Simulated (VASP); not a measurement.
# Al2InN3 (Cmc2_1) in VASP: a series of runs

Al2InN3 is run at these levels: PBE; tasks: single point.

All numbers are computed with VASP 6.6.1; they aren't measurements. Logs are shortened: lines on timing, memory, paths and dates and some standing lists are left out, and cuts for length are marked.

## Step 1: The cell of the first run

Symmetry: Cmc2_1, No. 36, orthorhombic system. Conventional cell: a = 9.787 Å, b = 5.480 Å, c = 5.224 Å, α = 90.00°, β = 90.00°, γ = 90.00°. Within 2.5 Å of Al (site symmetry 1) lie 4 N at 1.85 to 1.91 Å. In (site symmetry m) has 4 N at 2.12 to 2.19 Å within 2.8 Å. N (site symmetry 1) has 3 Al at 1.85 to 1.91 Å and 1 In at 2.16 Å within 2.5 Å. Within 2.5 Å of N (site symmetry m) lie 2 Al at 1.89 Å and 2 In at 2.12 to 2.19 Å.

## Step 2: Single point, PBE (11.67 Å³/atom)

Contents of INCAR:

```
ALGO = Normal
EDIFF = 1E-6
ENCUT = 520
GGA = PE
ISIF = 2
ISMEAR = 0
LASPH = T
LCHARG = F
LREAL = F
LWAVE = F
NBANDS = 46
NELM = 60
PREC = Accurate
SIGMA = 0.05
```

Contents of KPOINTS:

```
k-points
0
Gamma
  6 6 6
```

Contents of POSCAR:

```
Al2InN3
1.0
    4.8935015037     -2.7399849058      0.0000000000
    4.8935015037      2.7399849058      0.0000000000
    0.0000000000      0.0000000000      5.2244459819
Al In N
4 2 6
Direct
    0.0084427086      0.3348641725      0.9917411822
    0.6651358275      0.9915572914      0.9917411822
    0.9915572914      0.6651358275      0.4917411822
    0.3348641725      0.0084427086      0.4917411822
    0.3220722962      0.6779277038      0.9869930315
    0.6779277038      0.3220722962      0.4869930315
    0.0367610679      0.3336262977      0.3556963910
    0.6663737023      0.9632389321      0.3556963910
    0.9632389321      0.6663737023      0.8556963910
    0.3336262977      0.0367610679      0.8556963910
    0.2982358752      0.7017641248      0.4061317922
    0.7017641248      0.2982358752      0.9061317922
```

Potentials or basis: VASP PAW PBE potentials, release 64 (Al, In_d, N).

Run with:

```console
$ cat potpaw_PBE.64/Al/POTCAR potpaw_PBE.64/In_d/POTCAR potpaw_PBE.64/N/POTCAR > POTCAR
$ mpirun -np 1 vasp_std > vasp.out
```

OUTCAR:

```text
EDIFF = 1E-6
   ENCUT = 520
   GGA = PE
   ISIF = 2
   ISMEAR = 0
   LASPH = T
   LREAL = F
   NELM = 60
   PREC = Accurate

 ion  position               nearest neighbor table
   1  0.008  0.335  0.992-  10 1.85   9 1.88  12 1.89   7 1.91   2 3.14   2 3.14   5 3.15   4 3.17
                             4 3.17   3 3.17   3 3.17   6 3.21   5 3.21   6 3.25   5 3.28   2 3.36
   2  0.665  0.992  0.992-   9 1.85  10 1.88  12 1.89   8 1.91   1 3.14   1 3.14   5 3.15   3 3.17
                             3 3.17   4 3.17   4 3.17   6 3.21   5 3.21   6 3.25   5 3.28   1 3.36
   3  0.992  0.665  0.492-   8 1.85   7 1.88  11 1.89   9 1.91   4 3.14   4 3.14   6 3.15   2 3.17
                             2 3.17   1 3.17   1 3.17   5 3.21   6 3.21   5 3.25   6 3.28   4 3.36
   4  0.335  0.008  0.492-   7 1.85   8 1.88  11 1.89  10 1.91   3 3.14   3 3.14   6 3.15   1 3.17
                             1 3.17   2 3.17   2 3.17   5 3.21   6 3.21   5 3.25   6 3.28   3 3.36
   5  0.322  0.678  0.987-  12 2.12  10 2.16   9 2.16  11 2.19   1 3.15   2 3.15   4 3.21   3 3.21
                             2 3.21   1 3.21   4 3.25   3 3.25   6 3.26   6 3.26   2 3.28   1 3.28
   6  0.678  0.322  0.487-  11 2.12   8 2.16   7 2.16  12 2.19   4 3.15   3 3.15   2 3.21   1 3.21
                             4 3.21   3 3.21   2 3.25   1 3.25   5 3.26   5 3.26   4 3.28   3 3.28
   7  0.037  0.334  0.356-   4 1.85   3 1.88   1 1.91   6 2.16
   8  0.666  0.963  0.356-   3 1.85   4 1.88   2 1.91   6 2.16
   9  0.963  0.666  0.856-   2 1.85   1 1.88   3 1.91   5 2.16
  10  0.334  0.037  0.856-   1 1.85   2 1.88   4 1.91   5 2.16
  11  0.298  0.702  0.406-   3 1.89   4 1.89   6 2.12   5 2.19
  12  0.702  0.298  0.906-   1 1.89   2 1.89   5 2.12   6 2.19

  LATTYP: Found a base centered orthorhombic cell.
 ALAT       =     5.4799698116
 B/A-ratio  =     1.7859592925
 C/A-ratio  =     0.9533713071

  Lattice vectors:

 A1 = (  -4.8935015037,  -2.7399849058,   0.0000000000)
 A2 = (   4.8935015037,  -2.7399849058,   0.0000000000)
 A3 = (   0.0000000000,   0.0000000000,   5.2244459819)

Analysis of symmetry for initial positions (statically):
=====================================================================
 Subroutine PRICEL returns:
 Original cell was already a primitive cell.

 Routine SETGRP: Setting up the symmetry group for a
 base centered orthorhombic supercell.

 Subroutine GETGRP returns: Found  4 space group operations
 (whereof  2 operations were pure point group operations)
 out of a pool of  8 trial point group operations.

The static configuration has the point symmetry C_1h.
 The point group associated with its full space group is C_2v.

Analysis of symmetry for dynamics (positions and initial velocities):
=====================================================================
 Subroutine PRICEL returns:
 Original cell was already a primitive cell.

 Routine SETGRP: Setting up the symmetry group for a
 base centered orthorhombic supercell.

 Subroutine GETGRP returns: Found  4 space group operations
 (whereof  2 operations were pure point group operations)
 out of a pool of  8 trial point group operations.

The dynamic configuration has the point symmetry C_1h.
 The point group associated with its full space group is C_2v.

 Subroutine INISYM returns: Found  4 space group operations
 (whereof  2 operations are pure point group operations),
 and found     1 'primitive' translations

----------------------------------------------------------------------------------------

                                     Primitive cell

  volume of cell :     140.1000

  direct lattice vectors                    reciprocal lattice vectors
     4.893501504 -2.739984906  0.000000000     0.102176325 -0.182482757  0.000000000
     4.893501504  2.739984906  0.000000000     0.102176325  0.182482757  0.000000000
     0.000000000  0.000000000  5.224445982     0.000000000  0.000000000  0.191407855

  length of vectors
     5.608375366  5.608375366  5.224445982     0.209141000  0.209141000  0.191407855

  position of ions in fractional coordinates (direct lattice)
     0.008442709  0.334864172  0.991741182
     0.665135828  0.991557291  0.991741182
     0.991557291  0.665135828  0.491741182
     0.334864172  0.008442709  0.491741182
     0.322072296  0.677927704  0.986993031
[... 24 lines left out ...]

 KPOINTS: k-points

Automatic generation of k-mesh.
 Grid dimensions read from file:
 generate k-points for:    6    6    6

 Generating k-lattice:

  Cartesian coordinates                     Fractional coordinates (reciprocal lattice)
     0.017029387 -0.030413793  0.000000000     0.166666667  0.000000000  0.000000000
     0.017029387  0.030413793  0.000000000     0.000000000  0.166666667  0.000000000
     0.000000000  0.000000000  0.031901309     0.000000000  0.000000000  0.166666667

  Length of vectors
     0.034856833  0.034856833  0.031901309

  Shift w.r.t. Gamma in fractional coordinates (k-lattice)
     0.000000000  0.000000000  0.000000000

 Subroutine IBZKPT returns following result:
 ===========================================

 Found     52 irreducible k-points:

 Following reciprocal coordinates:
            Coordinates               Weight
  0.000000  0.000000  0.000000      1.000000
  0.166667 -0.000000  0.000000      4.000000
  0.333333  0.000000  0.000000      4.000000
  0.500000  0.000000  0.000000      2.000000
  0.166667  0.166667  0.000000      2.000000
  0.333333  0.166667  0.000000      4.000000
[... 16 lines left out ...]
  0.333333  0.333333  0.166667      4.000000
  0.500000  0.333333  0.166667      8.000000
 [... further k-points ...]
   k-points           NKPTS =     52   k-points in BZ     NKDIM =     52   number of bands    NBANDS=     46
   number of dos      NEDOS =    301   number of ions     NIONS =     12
   total plane-waves  NPLWV =  70560
   dimension x,y,z NGX =    42 NGY =   42 NGZ =   40
   dimension x,y,z NGXF=    84 NGYF=   84 NGZF=   80
   ions per type =               4   2   6
   NGX,Y,Z   is equivalent  to a cutoff of  12.45, 12.45, 12.73 a.u.
   NGXF,Y,Z  is equivalent  to a cutoff of  24.90, 24.90, 25.46 a.u.
 SYSTEM =  unknown system
   PREC   = accura    normal or accurate (medium, high low for compatibility)
   ISTART =      0    job   : 0-new  1-cont  2-samecut
   ICHARG =      2    charge: 1-file 2-atom 10-const
   ISPIN  =      1    spin polarized calculation?
   LNONCOLLINEAR =      F non collinear calculations
   LSORBIT =      F    spin-orbit coupling
   LASPH  =      T    aspherical Exc in radial PAW
   ENCUT  =  520.0 eV  38.22 Ry    6.18 a.u.  10.43 10.43  9.71*2*pi/ulx,y,z
   NELM   =     60;   NELMIN=  2; NELMDL= -5     # of ELM steps
   EDIFF  = 0.1E-05   stopping-criterion for ELM
   LREAL  =      F    real-space projection
   EDIFFG = 0.1E-04   stopping-criterion for IOM
   NSW    =      0    number of steps for IOM
   IBRION =     -1    ionic relax: 0-MD 1-quasi-New 2-CG
   NFREE  =      0    steps in history (QN), initial steepest desc. (CG)
   ISIF   =      2    stress and relaxation
   ISYM   =      2    0-nonsym 1-usesym 2-fastsym
   POTIM  = 0.5000    time-step for ionic-motion
   TEBEG  =    0.0;   TEEND  =   0.0 temperature during run
   PSTRESS=    0.0 pullay stress
   NELECT =      68.0000    total number of electrons
   NUPDOWN=      -1.0000    fix difference up-down
   EMIN   =  10.00;   EMAX   =-10.00  energy-range for DOS
   EFERMI =   0.00;   METHOD = LEGACY
   ISMEAR =     0;   SIGMA  =   0.05  broadening in eV -4-tet -1-fermi 0-gaus
   EFERMI_NEDOS =   21; number of points for ismear=-14 and -15
   IALGO  =     38    algorithm
   IMIX   =      4    mixing-type and parameters
     AMIX     =   0.40;   BMIX     =  1.00
     AMIX_MAG =   1.60;   BMIX_MAG =  1.00
  volume/ion in A,a.u.               =      11.67        78.79
  Fermi-wavevector in a.u.,A,eV,Ry     =   1.286565  2.431255 22.521039  1.655250
  Thomas-Fermi vector in A             =   2.418632
   LORBIT       =      0    0 simple, 1 ext, 2 COOP (PROOUT), +10 PAW based schemes
   GGA     = PE    functional components
   LHFCALC =     F    Hartree Fock is set to
   AEXX    =    0.0000 exact exchange contribution
   IVDW    =     0    specifies the selected vdW correction
   LEPSILON=     F    determine dielectric tensor
   LRPA    =     F    only Hartree local field effects (RPA)
 non-spin polarized calculation
 Gauss-broadening in eV      SIGMA  =   0.05
  energy-cutoff  :      520.00
  volume of cell :      140.10
 maximum number of plane-waves:      3802
 NGX is ok and might be reduce to    42
   NGX = 21   NGY = 21   NGZ = 19

 number of electron      68.0000008 magnetization

 Free energy of the ion-electron system (eV)
  ---------------------------------------------------
  ext. energy  EPLUGINS =         0.00000000
  ---------------------------------------------------
  free energy    TOTEN  =       -80.63052581 eV

  energy without entropy =      -80.63052581  energy(sigma->0) =      -80.63052581

 E-fermi :   6.7653     XC(G=0): -11.0479

 val. band max:        6.5028238560   @ k =   0.0000   0.0000   0.0000
 cond. band min:       8.8773063884   @ k =   0.0000   0.0000   0.0000
 fundamental gap:      2.3744825324
 Fermi energy:         6.7653081782

 k-point     1 :       0.0000    0.0000    0.0000
  band No.  band energies     occupation
      1      -8.4259      2.00000
      2      -7.8192      2.00000
      3      -7.4537      2.00000
      4      -7.1963      2.00000
      5      -7.1360      2.00000
      6      -7.0542      2.00000
[... 1165 lines left out ...]
     45      15.8406      0.00000
     46      16.0892      0.00000

 [... further k-points ...]
[... 5 lines left out ...]
  --------------------------------------------------------------------------------------
  -------------------------------------------------------------------------------------
  Total        4.5132441     11.7762696      3.6776935      0.0000000      0.0000000      0.0000000
  in kB       51.6132570    134.6728925     42.0579388      0.0000000      0.0000000      0.0000000
  external PRESSURE =      76.1146961 kB  Pullay stress =       0.0000000 kB

 VOLUME and BASIS-vectors are now :
 -----------------------------------------------------------------------------
  energy-cutoff  :      520.00
  volume of cell :      140.10
      direct lattice vectors                 reciprocal lattice vectors
     4.893501504 -2.739984906  0.000000000     0.102176325 -0.182482757  0.000000000
     4.893501504  2.739984906  0.000000000     0.102176325  0.182482757  0.000000000
     0.000000000  0.000000000  5.224445982     0.000000000  0.000000000  0.191407855

 POSITION                                       TOTAL-FORCE (eV/Angst)
 -----------------------------------------------------------------------------------
      1.67997      0.89439      5.18130        -0.032442      0.243284      0.186478
      8.10703      0.89439      5.18130         0.032442      0.243284      0.186478
      8.10703     -0.89439      2.56908         0.032442     -0.243284      0.186478
      1.67997     -0.89439      2.56908        -0.032442     -0.243284      0.186478
      4.89350      0.97504      5.15649         0.000000      0.354681      0.103385
      4.89350     -0.97504      2.54427         0.000000     -0.354681      0.103385
      1.81249      0.81341      1.85832        -0.014876      0.277397     -0.222774
      7.97451      0.81341      1.85832         0.014876      0.277397     -0.222774
      7.97451     -0.81341      4.47054         0.014876     -0.277397     -0.222774
      1.81249     -0.81341      4.47054        -0.014876     -0.277397     -0.222774
      4.89350      1.10566      2.12181         0.000000      0.332831     -0.030793
      4.89350     -1.10566      4.73404         0.000000     -0.332831     -0.030793
 -----------------------------------------------------------------------------------
    total drift:                               -0.000001      0.000000     -0.000165

  FREE ENERGIE OF THE ION-ELECTRON SYSTEM (eV)
  ---------------------------------------------------
  free  energy   TOTEN  =       -80.6305258074 eV

  energy  without entropy=      -80.6305258074  energy(sigma->0) =      -80.63052581
```

Wall time 4.4 min (1 thread of Oxide Virtual Turin-like, shared host); peak memory 0.38 GiB.

Results:

| Quantity | Value |
| --- | --- |
| Free energy | -80.6305 eV |
| Pressure | 7.6 GPa |
| Largest force | 0.369 eV/Å |
| Band gap on the k mesh | 2.37 eV |

Forces in eV/Å, atoms in the order of the input:
```
Al  -0.032  0.243  0.186
Al   0.032  0.243  0.186
Al   0.032 -0.243  0.186
Al  -0.032 -0.243  0.186
In   0.000  0.355  0.103
In   0.000 -0.355  0.103
N   -0.015  0.277 -0.223
N    0.015  0.277 -0.223
N    0.015 -0.277 -0.223
N   -0.015 -0.277 -0.223
N    0.000  0.333 -0.031
N    0.000 -0.333 -0.031
```

Levels at points of the mesh, in eV from the valence-band top:
| k point | band 32 | band 33 | band 34 | band 35 | band 36 | band 37 |
| --- | --- | --- | --- | --- | --- | --- |
| (0.00, 0.00, 0.00) | -0.10 | -0.04 | 0.00 | 2.37 | 4.67 | 5.18 |
| (0.50, 0.00, 0.00) | -0.61 | -0.59 | -0.23 | 4.48 | 4.76 | 5.79 |
| (0.50, 0.50, 0.00) | -0.53 | -0.52 | -0.38 | 4.12 | 4.91 | 5.63 |
| (0.00, 0.00, 0.50) | -0.41 | -0.11 | -0.11 | 4.50 | 4.50 | 6.87 |
| (0.50, 0.00, 0.50) | -0.88 | -0.56 | -0.56 | 4.64 | 4.64 | 5.64 |
| (0.50, 0.50, 0.50) | -0.93 | -0.68 | -0.68 | 4.70 | 4.70 | 5.71 |

Caveat: the stress differs along the axes, from 4 to 13 GPa; spin-orbit coupling is left out, which moves the levels of the heavy elements.

(Continued in part 2 of 2.)
